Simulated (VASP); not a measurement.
# Si7Ge (Cmm2) in VASP: notebook

Runs on Si7Ge. Level: PBEsol. Tasks: single point.

All numbers are computed with VASP 6.6.1; they aren't measurements. Logs are shortened: lines on timing, memory, paths and dates and some standing lists are left out, and cuts for length are marked.

## (1) The cell of the first run

Symmetry: Cmm2, No. 35, orthorhombic system. Conventional cell: a = 7.720 Å, b = 7.720 Å, c = 11.918 Å, α = 90.00°, β = 90.00°, γ = 90.00°. Within 3.1 Å of Si (site symmetry m) lie 3 Si at 2.36 Å and 1 Ge at 2.39 Å. Within 3.1 Å of Si (site symmetry m) lie 3 Si at 2.36 Å and 1 Ge at 2.39 Å. Within 3.1 Å of Si (site symmetry mm2) lie 4 Si at 2.36 Å. Within 3.1 Å of Si (site symmetry mm2) lie 4 Si at 2.36 to 3.05 Å. Within 3.1 Å of Si (site symmetry 2) lie 4 Si at 2.36 Å. Si (site symmetry 2) has 4 Si at 2.36 Å within 3.1 Å. Within 3.1 Å of Si (site symmetry m) lie 3 Si at 2.36 to 3.05 Å and 1 Ge at 3.08 Å. Within 3.1 Å of Si (site symmetry m) lie 3 Si at 2.36 Å and 1 Ge at 2.39 Å.

## (2) Single point, PBEsol (the distance across one plane changed)

Contents of INCAR:

```
SYSTEM = Si7Ge
PREC = Accurate ; ENCUT = 520
EDIFF = 1E-6 ; ISMEAR = 0
SIGMA = 0.03 ; LREAL = Auto
LASPH = .TRUE. ; NELM = 100
ALGO = Normal ; ISIF = 2
LWAVE = .FALSE. ; LCHARG = .TRUE.
GGA = PS ; LELF = .TRUE.
LVHAR = .TRUE. ; NBANDS = 56
```

Contents of KPOINTS:

```
Automatic mesh
0
G
  6 6 3
  0 0 0
```

Contents of POSCAR:

```
Si7Ge
1.0
    0.0000000000     -5.4591768537      0.0000000000
    0.0000000000      0.0000000000     -5.4591768537
   11.9183537074      0.0000000000      0.0000000000
Si Ge
14 2
Direct
    0.7474023192      0.7474023192      0.6316011831
    0.7474023192      0.7474023192      0.1735532859
    0.5000000000      0.5000000000      0.5158993466
    0.5000000000      0.5000000000      0.0578514494
    0.5000000000      1.0000000000      0.7449232952
    0.5000000000      1.0000000000      0.2868753980
    1.0000000000      0.5000000000      0.7449232952
    1.0000000000      0.5000000000      0.2868753980
    0.7474023192      0.2525976808      0.8582454073
    0.7474023192      0.2525976808      0.4001975101
    0.2525976808      0.7474023192      0.8582454073
    0.2525976808      0.7474023192      0.4001975101
    0.2525976808      0.2525976808      0.6316011831
    0.2525976808      0.2525976808      0.1735532859
    1.0000000000      1.0000000000      0.5158993466
    1.0000000000      1.0000000000      0.0578514494
```

Potentials or basis: VASP PAW PBE potentials, release 64 (Si, Ge_d).

On the command line:

```bash
> cat potpaw_PBE.64/Si/POTCAR potpaw_PBE.64/Ge_d/POTCAR > POTCAR
> mpirun -np 1 vasp_std > vasp.out
```

OUTCAR:

```text
SYSTEM = Si7Ge
   PREC = Accurate
   ENCUT = 520
   EDIFF = 1E-6
   ISMEAR = 0
   LREAL = Auto
   LASPH = .TRUE.
   NELM = 100
   ISIF = 2
   GGA = PS

 ion  position               nearest neighbor table
   1  0.747  0.747  0.632-   3 2.36   5 2.36   7 2.36  15 2.39
   2  0.747  0.747  0.174-   4 2.36   6 2.36   8 2.36  16 2.39
   3  0.500  0.500  0.516-   1 2.36  10 2.36  12 2.36  13 2.36
   4  0.500  0.500  0.058-   2 2.36  14 2.36  11 3.05   9 3.05
   5  0.500  0.000  0.745-   9 2.36  11 2.36   1 2.36  13 2.36
   6  0.500  0.000  0.287-   2 2.36  10 2.36  12 2.36  14 2.36
   7  0.000  0.500  0.745-   9 2.36  11 2.36   1 2.36  13 2.36
   8  0.000  0.500  0.287-   2 2.36  10 2.36  12 2.36  14 2.36
   9  0.747  0.253  0.858-   5 2.36   7 2.36   4 3.05
  10  0.747  0.253  0.400-   3 2.36   6 2.36   8 2.36  15 2.39
  11  0.253  0.747  0.858-   5 2.36   7 2.36   4 3.05
  12  0.253  0.747  0.400-   3 2.36   6 2.36   8 2.36  15 2.39
  13  0.253  0.253  0.632-   3 2.36   5 2.36   7 2.36  15 2.39
  14  0.253  0.253  0.174-   4 2.36   6 2.36   8 2.36  16 2.39
  15  0.000  0.000  0.516-   1 2.39  10 2.39  12 2.39  13 2.39
  16  0.000  0.000  0.058-   2 2.39  14 2.39

  LATTYP: Found a simple tetragonal cell.
 ALAT       =     5.4591768537
 C/A-ratio  =     2.1831777989

  Lattice vectors:

 A1 = (   0.0000000000,  -5.4591768537,   0.0000000000)
 A2 = (   0.0000000000,   0.0000000000,  -5.4591768537)
 A3 = (  11.9183537074,   0.0000000000,   0.0000000000)

Analysis of symmetry for initial positions (statically):
=====================================================================
 Subroutine PRICEL returns:
 Original cell was already a primitive cell.

 Routine SETGRP: Setting up the symmetry group for a
 simple tetragonal supercell.

 Subroutine GETGRP returns: Found  4 space group operations
 (whereof  4 operations were pure point group operations)
 out of a pool of 16 trial point group operations.

The static configuration has the point symmetry C_2v.

Analysis of symmetry for dynamics (positions and initial velocities):
=====================================================================
 Subroutine PRICEL returns:
 Original cell was already a primitive cell.

 Routine SETGRP: Setting up the symmetry group for a
 simple tetragonal supercell.

 Subroutine GETGRP returns: Found  4 space group operations
 (whereof  4 operations were pure point group operations)
 out of a pool of 16 trial point group operations.

The dynamic configuration has the point symmetry C_2v.

 Subroutine INISYM returns: Found  4 space group operations
 (whereof  4 operations are pure point group operations),
 and found     1 'primitive' translations

----------------------------------------------------------------------------------------

                                     Primitive cell

  volume of cell :     355.1981

  direct lattice vectors                    reciprocal lattice vectors
     0.000000000 -5.459176854  0.000000000     0.000000000 -0.183177799  0.000000000
     0.000000000  0.000000000 -5.459176854     0.000000000  0.000000000 -0.183177799
    11.918353707  0.000000000  0.000000000     0.083904206  0.000000000  0.000000000

  length of vectors
     5.459176854  5.459176854 11.918353707     0.183177799  0.183177799  0.083904206

  position of ions in fractional coordinates (direct lattice)
     0.747402319  0.747402319  0.631601183
     0.747402319  0.747402319  0.173553286
     0.500000000  0.500000000  0.515899347
     0.500000000  0.500000000  0.057851449
     0.500000000  0.000000000  0.744923295
     0.500000000  0.000000000  0.286875398
[... 8 lines left out ...]
     0.000000000  0.000000000  0.515899347
     0.000000000  0.000000000  0.057851449

  ion indices of the primitive-cell ions
   primitive index   ion index
                 1           1
                 2           2
                 3           3
                 4           4
                 5           5
                 6           6
[... 8 lines left out ...]
                15          15
                16          16

----------------------------------------------------------------------------------------

 KPOINTS: Automatic mesh

Automatic generation of k-mesh.
 Grid dimensions read from file:
 generate k-points for:    6    6    3

 Generating k-lattice:

  Cartesian coordinates                     Fractional coordinates (reciprocal lattice)
     0.000000000 -0.030529633  0.000000000     0.166666667  0.000000000  0.000000000
     0.000000000  0.000000000 -0.030529633     0.000000000  0.166666667  0.000000000
     0.027968069  0.000000000  0.000000000     0.000000000  0.000000000  0.333333333

  Length of vectors
     0.030529633  0.030529633  0.027968069

  Shift w.r.t. Gamma in fractional coordinates (k-lattice)
     0.000000000  0.000000000  0.000000000

 Subroutine IBZKPT returns following result:
 ===========================================

 Found     26 irreducible k-points:

 Following reciprocal coordinates:
            Coordinates               Weight
  0.000000  0.000000  0.000000      1.000000
  0.166667  0.000000  0.000000      4.000000
  0.333333  0.000000  0.000000      4.000000
  0.500000  0.000000  0.000000      2.000000
  0.166667  0.166667  0.000000      2.000000
 -0.166667  0.166667  0.000000      2.000000
[... 16 lines left out ...]
  0.333333  0.333333  0.333333      4.000000
 -0.333333  0.333333  0.333333      4.000000
 [... further k-points ...]
   k-points           NKPTS =     26   k-points in BZ     NKDIM =     26   number of bands    NBANDS=     56
   number of dos      NEDOS =    301   number of ions     NIONS =     16
   total plane-waves  NPLWV = 158760
   dimension x,y,z NGX =    42 NGY =   42 NGZ =   90
   dimension x,y,z NGXF=    84 NGYF=   84 NGZF=  180
   ions per type =              14   2
   NGX,Y,Z   is equivalent  to a cutoff of  12.79, 12.79, 12.55 a.u.
   NGXF,Y,Z  is equivalent  to a cutoff of  25.58, 25.58, 25.11 a.u.
 SYSTEM =  Si7Ge
   PREC   = accura    normal or accurate (medium, high low for compatibility)
   ISTART =      0    job   : 0-new  1-cont  2-samecut
   ICHARG =      2    charge: 1-file 2-atom 10-const
   ISPIN  =      1    spin polarized calculation?
   LNONCOLLINEAR =      F non collinear calculations
   LSORBIT =      F    spin-orbit coupling
   LASPH  =      T    aspherical Exc in radial PAW
   ENCUT  =  520.0 eV  38.22 Ry    6.18 a.u.  10.15 10.15 22.16*2*pi/ulx,y,z
   NELM   =    100;   NELMIN=  2; NELMDL= -5     # of ELM steps
   EDIFF  = 0.1E-05   stopping-criterion for ELM
   LREAL  =      T    real-space projection
   EDIFFG = 0.1E-04   stopping-criterion for IOM
   NSW    =      0    number of steps for IOM
[... 5 lines left out ...]
   TEBEG  =    0.0;   TEEND  =   0.0 temperature during run
   PSTRESS=    0.0 pullay stress
   NELECT =      84.0000    total number of electrons
   NUPDOWN=      -1.0000    fix difference up-down
   EMIN   =  10.00;   EMAX   =-10.00  energy-range for DOS
   EFERMI =   0.00;   METHOD = LEGACY
   ISMEAR =     0;   SIGMA  =   0.03  broadening in eV -4-tet -1-fermi 0-gaus
   EFERMI_NEDOS =   21; number of points for ismear=-14 and -15
   IALGO  =     38    algorithm
   IMIX   =      4    mixing-type and parameters
     AMIX     =   0.40;   BMIX     =  1.00
     AMIX_MAG =   1.60;   BMIX_MAG =  1.00
  volume/ion in A,a.u.               =      22.20       149.81
  Fermi-wavevector in a.u.,A,eV,Ry     =   1.012382  1.913124 13.944845  1.024917
  Thomas-Fermi vector in A             =   2.145488
   LORBIT       =      0    0 simple, 1 ext, 2 COOP (PROOUT), +10 PAW based schemes
   GGA     = PS    functional components
   LHFCALC =     F    Hartree Fock is set to
   AEXX    =    0.0000 exact exchange contribution
   IVDW    =     0    specifies the selected vdW correction
   LEPSILON=     F    determine dielectric tensor
   LRPA    =     F    only Hartree local field effects (RPA)
 non-spin polarized calculation
 Gauss-broadening in eV      SIGMA  =   0.03
  energy-cutoff  :      520.00
  volume of cell :      355.20
 maximum number of plane-waves:      9600
 NGX is ok and might be reduce to    42
   NGX = 21   NGY = 21   NGZ = 45

 number of electron      84.0000027 magnetization

 Free energy of the ion-electron system (eV)
  ---------------------------------------------------
  ext. energy  EPLUGINS =         0.00000000
  ---------------------------------------------------
  free energy    TOTEN  =       -86.19576111 eV

  energy without entropy =      -86.19402277  energy(sigma->0) =      -86.19489194

 E-fermi :   5.1709     XC(G=0):  -9.2971

 val. band max:        5.1550840094   @ k =  -0.1667   0.1667   0.0000
 cond. band min:       5.2071320053   @ k =   0.3333   0.1667   0.3333
 fundamental gap:      0.0520479959
 Fermi energy:         5.1708612600

 k-point     1 :       0.0000    0.0000    0.0000
  band No.  band energies     occupation
      1     -19.4942      2.00000
      2     -19.4719      2.00000
      3     -19.4501      2.00000
      4     -19.4181      2.00000
      5     -19.3941      2.00000
      6     -19.3236      2.00000
[... 46 lines left out ...]
     53       7.2195      0.00000
     54       7.6211      0.00000

 k-point     2 :       0.1667    0.0000    0.0000
  band No.  band energies     occupation
      1     -19.4942      2.00000
      2     -19.4719      2.00000
      3     -19.4501      2.00000
      4     -19.4181      2.00000
      5     -19.3941      2.00000
      6     -19.3236      2.00000
[... 46 lines left out ...]
     53       7.2250      0.00000
     54       7.4396      0.00000
[... 1195 lines left out ...]
     53       8.2566      0.00000
     54       8.3431      0.00000

 k-point    24 :      -0.3333    0.3333    0.3333
  band No.  band energies     occupation
      1     -19.4942      2.00000
      2     -19.4720      2.00000
      3     -19.4500      2.00000
      4     -19.4181      2.00000
      5     -19.3941      2.00000
      6     -19.3236      2.00000
[... 46 lines left out ...]
     53       8.0407      0.00000
     54       8.3762      0.00000

 [... further k-points ...]

 [bands above 54 left out]

------------------------ aborting loop because EDIFF is reached ----------------------------------------

  FORCE on cell =-STRESS in cart. coord.  units (eV):
  Direction    XX          YY          ZZ          XY          YZ          ZX
  --------------------------------------------------------------------------------------
  -------------------------------------------------------------------------------------
  Total      -12.0957297     -4.4011790     -4.4011790      0.0000000      3.8932017      0.0000000
  in kB      -54.5597105    -19.8522170    -19.8522170      0.0000000     17.5609048      0.0000000
  external PRESSURE =     -31.4213815 kB  Pullay stress =       0.0000000 kB

 VOLUME and BASIS-vectors are now :
 -----------------------------------------------------------------------------
  energy-cutoff  :      520.00
  volume of cell :      355.20
      direct lattice vectors                 reciprocal lattice vectors
     0.000000000 -5.459176854  0.000000000     0.000000000 -0.183177799  0.000000000
     0.000000000  0.000000000 -5.459176854     0.000000000  0.000000000 -0.183177799
    11.918353707  0.000000000  0.000000000     0.083904206  0.000000000  0.000000000

 POSITION                                       TOTAL-FORCE (eV/Angst)
 -----------------------------------------------------------------------------------
      7.52765     -4.08020     -4.08020         0.070360      0.023284      0.023284
      2.06847     -4.08020     -4.08020        -0.315774      0.109647      0.109647
      6.14867     -2.72959     -2.72959         0.002807      0.000000      0.000000
      0.68949     -2.72959     -2.72959        -1.706733      0.000000      0.000000
      8.87826     -2.72959      0.00000         0.417914      0.000000      0.000000
      3.41908     -2.72959      0.00000        -0.055990      0.000000      0.000000
[... 8 lines left out ...]
      6.14867      0.00000      0.00000         0.004539      0.000000      0.000000
      0.68949      0.00000      0.00000        -1.875202      0.000000      0.000000
 -----------------------------------------------------------------------------------
    total drift:                                0.005814      0.000000      0.000000

  FREE ENERGIE OF THE ION-ELECTRON SYSTEM (eV)
  ---------------------------------------------------
  free  energy   TOTEN  =       -86.1957611135 eV

  energy  without entropy=      -86.1940227748  energy(sigma->0) =      -86.19489194
```

Wall time 8.8 min (1 thread of Intel Xeon Platinum 8259CL at 2.50GHz (Skylake/Cascade Lake), shared host); peak memory 0.58 GiB.

Results:

- Free energy: -86.1958 eV
- Pressure: -3.1 GPa
- Largest force: 1.875 eV/Å
- Band gap on the k mesh: zero (bands 42 and 43 overlap by 1.06 eV)

Forces in eV/Å, atoms in the order of the input:
```
Si   0.070  0.023  0.023
Si  -0.316  0.110  0.110
Si   0.003  0.000  0.000
Si  -1.707  0.000  0.000
Si   0.418  0.000  0.000
Si  -0.056  0.000  0.000
Si   0.418  0.000  0.000
Si  -0.056  0.000  0.000
Si   1.695  0.050 -0.050
Si  -0.025  0.018 -0.018
Si   1.695 -0.050  0.050
Si  -0.025 -0.018  0.018
Si   0.070 -0.023 -0.023
Si  -0.316 -0.110 -0.110
Ge   0.005  0.000  0.000
Ge  -1.875  0.000  0.000
```

Caveat: the cell differs from its parent crystal (the distance across one plane changed); the cell stands under tension; the PAW data sets were made with another functional, which shifts forces and pressure a little.

(Continued in part 2 of 2.)

The gap in the log of VASP goes by the Fermi energy; the results here count the filled bands.